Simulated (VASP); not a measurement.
# Mg8HO8 (a cell with a defect) in VASP: single point with PBE

Aim: the single point of Mg8HO8 (a cell with a defect) with PBE.

All numbers are computed with VASP 6.6.1; they aren't measurements. Logs are shortened: lines on timing, memory, paths and dates and some standing lists are left out, and cuts for length are marked.

## 1. The cell of the first run

The cell holds a defect, 17 atoms: a = 5.466 Å, b = 5.466 Å, c = 5.466 Å, α = 60.00°, β = 60.00°, γ = 60.00°.

## 2. Single point, PBE, collinear spin

File INCAR:

```
SYSTEM = Mg8HO8
PREC = Accurate ; ENCUT = 520
EDIFF = 1E-6 ; ISMEAR = -1
SIGMA = 0.05 ; LREAL = Auto
LASPH = .True. ; NELM = 150
ALGO = Normal ; ISIF = 2
LWAVE = .False. ; LCHARG = .False.
ISPIN = 2 ; MAGMOM = 0 0 0 0 0 0 0 0 0.08 0 0.08 0.08 0 0 0.08 0 0.32
LORBIT = 11 ; GGA = PE
NBANDS = 50
```

File KPOINTS:

```
regular mesh
0
Gamma
  2 2 2
  0 0 0
```

File POSCAR:

```
Mg8HO8
1.0
    0.0000000000      3.8650000000      3.8650000000
    3.8650000000      0.0000000000      3.8650000000
    3.8650000000      3.8650000000      0.0000000000
Mg O H
8 8 1
Direct
   -0.0069469599     -0.0036869340      0.0129495472
   -0.0135963777      0.0116558862      0.5162613195
    0.0099482536      0.4989003881     -0.0036351876
   -0.0133247089      0.4952652005      0.5115394567
    0.4961319534      0.0038163001      0.0095860285
    0.5082018111      0.0040103493      0.4830789133
    0.5030789133      0.5076843467     -0.0059767141
    0.5115653299      0.4901681759      0.4841138422
    0.2500646831      0.2651228978      0.2489003881
    0.2558344114      0.2486934023      0.7536093144
    0.2373350582      0.7420698577      0.2401811125
    0.2472703752      0.7514877102      0.7544372574
    0.7566752911      0.2485510996      0.2518628719
    0.7527943079      0.2474644243      0.7488615783
    0.7582276843      0.7476714101      0.2390815006
    0.7454592497      0.7420957309      0.7567141009
    0.3491203105      0.8647736093      0.3963648124
```

Potentials or basis: VASP PAW PBE potentials, release 64 (Mg, O, H).

Run with:

```sh
$ cat potpaw_PBE.64/Mg/POTCAR potpaw_PBE.64/O/POTCAR potpaw_PBE.64/H/POTCAR > POTCAR
$ mpirun -np 1 vasp_std > vasp.out
```

OUTCAR:

```text
SYSTEM = Mg8HO8
   PREC = Accurate
   ENCUT = 520
   EDIFF = 1E-6
   ISMEAR = -1
   LREAL = Auto
   LASPH = .True.
   NELM = 150
   ISIF = 2
   ISPIN = 2
   LORBIT = 11
   GGA = PE

 ion  position               nearest neighbor table
   1  0.993  0.996  0.013-  11 1.83  15 1.87  13 1.90  12 1.95  14 1.95  10 1.99   6 2.61   2 2.69
                             5 2.71   3 2.72   7 2.73   4 2.73   4 2.73   7 2.74   3 2.75   5 2.76
   2  0.986  0.012  0.516-  17 1.62  14 1.81  13 1.91  12 1.93  16 1.98   9 2.00  11 2.11   8 2.61
                             4 2.63   5 2.69   1 2.69   3 2.72   6 2.73   6 2.75   3 2.76   1 2.78
   3  0.010  0.499  0.996-  12 1.89  15 1.90  10 1.91   9 1.91  13 1.95  16 1.95   5 2.68   8 2.70
                             7 2.71   2 2.72   1 2.72   4 2.73   4 2.74   1 2.75   7 2.75   2 2.76
   4  0.987  0.495  0.512-  14 1.86  16 1.90   9 1.91  11 1.93  15 1.94  10 1.98   2 2.63   7 2.64
                             8 2.69   6 2.70   3 2.73   1 2.73   1 2.73   3 2.74   6 2.77   8 2.78
   5  0.496  0.004  0.010-  17 1.73  15 1.90  10 1.92  14 1.93   9 1.94  16 1.99  11 2.02   6 2.62
                             3 2.68   2 2.69   8 2.70   1 2.71   7 2.73   7 2.74   1 2.76   8 2.77
   6  0.508  0.004  0.483-  17 1.73   9 1.91  13 1.91  15 1.93  16 1.98  12 1.99  10 1.99   1 2.61
                             5 2.62   8 2.67   4 2.70   7 2.71   2 2.73   2 2.75   7 2.75   4 2.77
   7  0.503  0.508  0.994-  16 1.84  11 1.86  12 1.92   9 1.92  14 1.95  13 1.98   4 2.64   8 2.66
                             3 2.71   6 2.71   1 2.73   5 2.73   5 2.74   1 2.74   3 2.75   6 2.75
   8  0.512  0.490  0.484-  17 1.68  13 1.83  10 1.93  15 1.95  14 1.96  11 2.00  12 2.05   2 2.61
                             7 2.66   6 2.67   4 2.69   3 2.70   5 2.70   5 2.77   3 2.77   4 2.78
   9  0.250  0.265  0.249-   3 1.91   6 1.91   4 1.91   7 1.92   5 1.94   2 2.00
  10  0.256  0.249  0.754-   3 1.91   5 1.92   8 1.93   4 1.98   1 1.99   6 1.99
  11  0.237  0.742  0.240-   1 1.83   7 1.86   4 1.93   8 2.00   5 2.02   2 2.11
  12  0.247  0.751  0.754-   3 1.89   7 1.92   2 1.93   1 1.95   6 1.99   8 2.05
  13  0.757  0.249  0.252-   8 1.83   1 1.90   6 1.91   2 1.91   3 1.95   7 1.98
  14  0.753  0.247  0.749-   2 1.81   4 1.86   5 1.93   1 1.95   7 1.95   8 1.96
  15  0.758  0.748  0.239-   1 1.87   3 1.90   5 1.90   6 1.93   4 1.94   8 1.95
  16  0.745  0.742  0.757-   7 1.84   4 1.90   3 1.95   2 1.98   6 1.98   5 1.99
  17  0.349  0.865  0.396-   2 1.62   8 1.68   6 1.73   5 1.73

  LATTYP: Found a face centered cubic cell.
 ALAT       =     7.7300000000

  Lattice vectors:

 A1 = (   0.0000000000,   3.8650000000,   3.8650000000)
 A2 = (   3.8650000000,   0.0000000000,   3.8650000000)
 A3 = (   3.8650000000,   3.8650000000,   0.0000000000)

Analysis of symmetry for initial positions (statically):
=====================================================================
 Subroutine PRICEL returns:
 Original cell was already a primitive cell.

 Routine SETGRP: Setting up the symmetry group for a
 face centered cubic supercell.

 Subroutine GETGRP returns: Found  1 space group operations
 (whereof  1 operations were pure point group operations)
 out of a pool of 48 trial point group operations.

The static configuration has the point symmetry C_1 .

Analysis of symmetry for dynamics (positions and initial velocities):
=====================================================================
 Subroutine PRICEL returns:
 Original cell was already a primitive cell.

 Routine SETGRP: Setting up the symmetry group for a
 face centered cubic supercell.

 Subroutine GETGRP returns: Found  1 space group operations
 (whereof  1 operations were pure point group operations)
 out of a pool of 48 trial point group operations.

The dynamic configuration has the point symmetry C_1 .

Analysis of structural, dynamic, and magnetic symmetry:
=====================================================================
 Subroutine PRICEL returns:
 Original cell was already a primitive cell.

 Routine SETGRP: Setting up the symmetry group for a
 face centered cubic supercell.

 Subroutine GETGRP returns: Found  1 space group operations
 (whereof  1 operations were pure point group operations)
 out of a pool of 48 trial point group operations.

The overall configuration has the point symmetry C_1 .

 Subroutine INISYM returns: Found  1 space group operations
 (whereof  1 operations are pure point group operations),
 and found     1 'primitive' translations

----------------------------------------------------------------------------------------

                                     Primitive cell

  volume of cell :     115.4725

  direct lattice vectors                    reciprocal lattice vectors
     0.000000000  3.865000000  3.865000000    -0.129366106  0.129366106  0.129366106
     3.865000000  0.000000000  3.865000000     0.129366106 -0.129366106  0.129366106
     3.865000000  3.865000000  0.000000000     0.129366106  0.129366106 -0.129366106

  length of vectors
     5.465935419  5.465935419  5.465935419     0.224068669  0.224068669  0.224068669

  position of ions in fractional coordinates (direct lattice)
     0.993053040  0.996313066  0.012949547
     0.986403622  0.011655886  0.516261320
     0.009948254  0.498900388  0.996364812
     0.986675291  0.495265201  0.511539457
     0.496131953  0.003816300  0.009586029
[... 64 lines left out ...]
  0.000000  0.000000  0.500000      1.000000
  0.500000  0.500000  0.500000      1.000000
  0.500000  0.500000  0.000000      1.000000
  0.000000  0.500000  0.500000      1.000000
  0.500000  0.000000  0.500000      1.000000
   k-points           NKPTS =      8   k-points in BZ     NKDIM =      8   number of bands    NBANDS=     50
   number of dos      NEDOS =    301   number of ions     NIONS =     17
   total plane-waves  NPLWV =  74088
   dimension x,y,z NGX =    42 NGY =   42 NGZ =   42
   dimension x,y,z NGXF=    84 NGYF=   84 NGZF=   84
   ions per type =               8   8   1
   NGX,Y,Z   is equivalent  to a cutoff of  12.77, 12.77, 12.77 a.u.
   NGXF,Y,Z  is equivalent  to a cutoff of  25.55, 25.55, 25.55 a.u.
 SYSTEM =  Mg8HO8
   PREC   = accura    normal or accurate (medium, high low for compatibility)
   ISTART =      0    job   : 0-new  1-cont  2-samecut
   ICHARG =      2    charge: 1-file 2-atom 10-const
   ISPIN  =      2    spin polarized calculation?
   LNONCOLLINEAR =      F non collinear calculations
   LSORBIT =      F    spin-orbit coupling
   LASPH  =      T    aspherical Exc in radial PAW
   ENCUT  =  520.0 eV  38.22 Ry    6.18 a.u.  10.16 10.16 10.16*2*pi/ulx,y,z
   NELM   =    150;   NELMIN=  2; NELMDL= -5     # of ELM steps
   EDIFF  = 0.1E-05   stopping-criterion for ELM
   LREAL  =      T    real-space projection
   EDIFFG = 0.1E-04   stopping-criterion for IOM
   NSW    =      0    number of steps for IOM
   IBRION =     -1    ionic relax: 0-MD 1-quasi-New 2-CG
   NFREE  =      0    steps in history (QN), initial steepest desc. (CG)
   ISIF   =      2    stress and relaxation
   ISYM   =      2    0-nonsym 1-usesym 2-fastsym
   POTIM  = 0.5000    time-step for ionic-motion
   TEBEG  =    0.0;   TEEND  =   0.0 temperature during run
   PSTRESS=    0.0 pullay stress
   NELECT =      65.0000    total number of electrons
   NUPDOWN=      -1.0000    fix difference up-down
   EMIN   =  10.00;   EMAX   =-10.00  energy-range for DOS
   EFERMI =   0.00;   METHOD = LEGACY
   ISMEAR =    -1;   SIGMA  =   0.05  broadening in eV -4-tet -1-fermi 0-gaus
   EFERMI_NEDOS =   21; number of points for ismear=-14 and -15
   IALGO  =     38    algorithm
   IMIX   =      4    mixing-type and parameters
     AMIX     =   0.40;   BMIX     =  1.00
     AMIX_MAG =   1.60;   BMIX_MAG =  1.00
  volume/ion in A,a.u.               =       6.79        45.84
  Fermi-wavevector in a.u.,A,eV,Ry     =   1.351719  2.554379 24.859811  1.827145
  Thomas-Fermi vector in A             =   2.479118
   LORBIT       =     11    0 simple, 1 ext, 2 COOP (PROOUT), +10 PAW based schemes
   GGA     = PE    functional components
   LHFCALC =     F    Hartree Fock is set to
   AEXX    =    0.0000 exact exchange contribution
   IVDW    =     0    specifies the selected vdW correction
   LEPSILON=     F    determine dielectric tensor
   LRPA    =     F    only Hartree local field effects (RPA)
 spin polarized calculation
  energy-cutoff  :      520.00
  volume of cell :      115.47
 maximum number of plane-waves:      3138
 NGX is ok and might be reduce to    42
   NGX = 21   NGY = 21   NGZ = 21

 number of electron      64.9999998 magnetization       0.7501538

 Free energy of the ion-electron system (eV)
  ---------------------------------------------------
  ext. energy  EPLUGINS =         0.00000000
  ---------------------------------------------------
  free energy    TOTEN  =       -84.96696558 eV

  energy without entropy =      -84.95640483  energy(sigma->0) =      -84.96168520

 E-fermi :   9.9249     XC(G=0): -12.4587

 val. band max:        9.8644154279   @ k =   0.5000   0.5000   0.0000
 cond. band min:       9.9452074789   @ k =   0.0000   0.5000   0.5000
 fundamental gap:      0.0807920510
 Fermi energy:         9.9249456646

 spin component 1

 k-point     1 :       0.0000    0.0000    0.0000
  band No.  band energies     occupation
      1     -13.4561      1.00000
      2     -11.5129      1.00000
      3     -11.4790      1.00000
      4     -11.3258      1.00000
      5     -11.2424      1.00000
      6     -10.9726      1.00000
[... 365 lines left out ...]
     43      18.6717      0.00000
     44      18.7889      0.00000
 Fermi energy:         9.9249456646

 spin component 2

 k-point     1 :       0.0000    0.0000    0.0000
  band No.  band energies     occupation
      1     -13.3832      1.00000
      2     -11.4710      1.00000
      3     -11.4393      1.00000
      4     -11.2369      1.00000
      5     -11.1868      1.00000
      6     -10.8619      1.00000
[... 365 lines left out ...]
     43      18.6921      0.00000
     44      18.8152      0.00000
 [bands above 44 left out]

------------------------ aborting loop because EDIFF is reached ----------------------------------------

  FORCE on cell =-STRESS in cart. coord.  units (eV):
  Direction    XX          YY          ZZ          XY          YZ          ZX
  --------------------------------------------------------------------------------------
  -------------------------------------------------------------------------------------
  Total       67.0784679     63.7740152     64.4227716     -0.4682605      0.0467230     -0.0024667
  in kB      930.7118141    884.8626269    893.8641037     -6.4971006      0.6482808     -0.0342252
  external PRESSURE =     903.1461816 kB  Pullay stress =       0.0000000 kB

 VOLUME and BASIS-vectors are now :
 -----------------------------------------------------------------------------
  energy-cutoff  :      520.00
  volume of cell :      115.47
      direct lattice vectors                 reciprocal lattice vectors
     0.000000000  3.865000000  3.865000000    -0.129366106  0.129366106  0.129366106
     3.865000000  0.000000000  3.865000000     0.129366106 -0.129366106  0.129366106
     3.865000000  3.865000000  0.000000000     0.129366106  0.129366106 -0.129366106

 POSITION                                       TOTAL-FORCE (eV/Angst)
 -----------------------------------------------------------------------------------
      3.90080      3.88820      7.68890        -0.750337     -0.624911      1.479717
      2.04040      5.80780      3.85750        -2.238904     -0.290496     -0.717169
      5.77920      3.88940      1.96670        -0.187720     -0.389736     -0.173105
      3.89130      5.79060      5.72770        -0.172884      0.549242      1.576076
      0.05180      1.95460      1.93230        -0.962763     -0.958538     -0.550314
      1.88260      3.83130      1.97970         1.337099      1.065282     -0.881375
[... 9 lines left out ...]
      5.79290      5.80590      5.74940         0.434178     -0.248826      1.529912
      4.87430      2.88130      4.69170        -0.580548     -0.112633      0.470164
 -----------------------------------------------------------------------------------
    total drift:                               -0.000504      0.005187     -0.006010

  FREE ENERGIE OF THE ION-ELECTRON SYSTEM (eV)
  ---------------------------------------------------
  free  energy   TOTEN  =       -84.9669655797 eV

  energy  without entropy=      -84.9564048295  energy(sigma->0) =      -84.96168520

 total charge

# of ion       s       p       d       tot
------------------------------------------
    1        0.203   0.301   0.164   0.668
    2        0.200   0.296   0.162   0.658
    3        0.199   0.295   0.159   0.653
    4        0.199   0.295   0.159   0.654
    5        0.193   0.285   0.155   0.634
    6        0.193   0.284   0.153   0.630
[... 9 lines left out ...]
   16        1.553   3.729   0.000   5.282
   17        0.630   0.033   0.000   0.662
--------------------------------------------------
tot         14.693  32.181   1.275  48.148

 magnetization (x)

# of ion       s       p       d       tot
------------------------------------------
    1        0.001   0.001   0.002   0.004
    2        0.000   0.003   0.006   0.009
    3        0.000   0.001   0.001   0.003
    4        0.000   0.000   0.001   0.002
    5       -0.000   0.002   0.005   0.007
    6       -0.001   0.001   0.004   0.004
[... 9 lines left out ...]
   16       -0.000  -0.001   0.000  -0.001
   17        0.240   0.002   0.000   0.242
--------------------------------------------------
tot          0.271   0.287   0.025   0.583
```

Wall time 7.3 min (1 thread of Intel Xeon 8259CL, shared host); peak memory 0.34 GiB.

Results:

```
Free energy                                           : -84.9670 eV
Pressure                                              : 90.3 GPa
Largest force                                         : 2.369 eV/Å
Net moment                                            : 0.75 μB per cell
Site moments                                          : Mg +0.00, +0.01 (each value once); O +0.07, -0.00, +0.09, +0.10, +0.05 (each value once); H +0.24 μB
Valence electrons inside the program's atomic spheres : Mg 0.67, 0.66, 0.65, 0.63, 0.64 (each value once); O 5.29, 5.27, 5.26, 5.31, 5.30, 5.28 (each value once); H 0.66
```

Forces in eV/Å, atoms in the order of the input:
```
Mg  -0.750 -0.625  1.480
Mg  -2.239 -0.290 -0.717
Mg  -0.188 -0.390 -0.173
Mg  -0.173  0.549  1.576
Mg  -0.963 -0.959 -0.550
Mg   1.337  1.065 -0.881
Mg  -0.364 -0.089 -0.818
Mg   1.893 -0.234 -0.616
O    0.137 -0.585 -0.006
O   -0.543 -0.547 -0.381
O    0.909  1.284  0.145
O    0.419  0.810 -0.392
O   -0.766 -0.442  0.055
O    1.519 -0.045 -0.574
O   -0.082  0.859 -0.148
O    0.434 -0.249  1.530
H   -0.581 -0.113  0.470
```

Stress tensor (GPa, compression positive):
```
93.07 -0.65  0.00
-0.65 88.49  0.06
 0.00  0.06 89.39
```

Levels at points of the mesh, in eV from the Fermi level:
Spin up:
| k point | band 29 | band 30 | band 31 | band 32 | band 33 | band 34 | band 35 | band 36 | band 37 | band 38 |
| --- | --- | --- | --- | --- | --- | --- | --- | --- | --- | --- |
| (0.00, 0.00, 0.00) | -5.38 | -4.45 | -4.44 | -4.38 | -1.84 | 3.40 | 4.62 | 4.83 | 4.91 | 5.17 |
| (0.50, 0.00, 0.00) | -5.22 | -5.12 | -4.84 | -4.71 | -0.67 | 5.12 | 5.76 | 6.45 | 6.65 | 6.66 |
| (0.00, 0.50, 0.00) | -5.07 | -5.03 | -4.89 | -4.87 | -0.55 | 5.15 | 5.61 | 6.48 | 6.69 | 6.71 |
| (0.00, 0.00, 0.50) | -5.07 | -4.98 | -4.89 | -4.84 | -0.34 | 5.25 | 5.48 | 6.52 | 6.72 | 6.75 |
| (0.50, 0.50, 0.50) | -5.18 | -5.12 | -4.83 | -4.78 | -0.30 | 5.27 | 5.44 | 6.44 | 6.70 | 6.75 |
| (0.50, 0.50, 0.00) | -5.39 | -5.31 | -5.21 | -5.17 | -0.06 | 6.48 | 6.70 | 7.05 | 7.28 | 7.42 |
| (0.00, 0.50, 0.50) | -5.45 | -5.40 | -5.30 | -5.05 | 0.02 | 6.55 | 6.63 | 6.98 | 7.36 | 7.45 |
| (0.50, 0.00, 0.50) | -5.43 | -5.25 | -5.17 | -5.13 | -0.08 | 6.49 | 6.67 | 7.05 | 7.30 | 7.49 |
Spin down:
| k point | band 28 | band 29 | band 30 | band 31 | band 32 | band 33 | band 34 | band 35 | band 36 | band 37 |
| --- | --- | --- | --- | --- | --- | --- | --- | --- | --- | --- |
| (0.00, 0.00, 0.00) | -5.34 | -5.29 | -4.38 | -4.36 | -4.29 | -0.56 | 3.43 | 4.63 | 4.83 | 4.92 |
| (0.50, 0.00, 0.00) | -5.50 | -5.20 | -5.11 | -4.72 | -4.60 | 0.57 | 5.14 | 5.81 | 6.46 | 6.66 |
| (0.00, 0.50, 0.00) | -5.63 | -5.06 | -5.00 | -4.79 | -4.73 | 0.68 | 5.17 | 5.65 | 6.49 | 6.71 |
| (0.00, 0.00, 0.50) | -5.68 | -4.98 | -4.88 | -4.83 | -4.79 | 0.90 | 5.28 | 5.52 | 6.55 | 6.74 |
| (0.50, 0.50, 0.50) | -5.58 | -5.05 | -5.02 | -4.80 | -4.74 | 0.93 | 5.29 | 5.47 | 6.46 | 6.72 |
| (0.50, 0.50, 0.00) | -5.43 | -5.34 | -5.24 | -5.17 | -5.03 | 1.19 | 6.52 | 6.73 | 7.07 | 7.30 |
| (0.00, 0.50, 0.50) | -5.41 | -5.36 | -5.33 | -5.21 | -4.99 | 1.27 | 6.58 | 6.66 | 7.01 | 7.37 |
| (0.50, 0.00, 0.50) | -5.43 | -5.41 | -5.14 | -5.09 | -5.04 | 1.17 | 6.54 | 6.70 | 7.07 | 7.32 |

Caveat: the k points lie up to 0.70 Å⁻¹ apart.
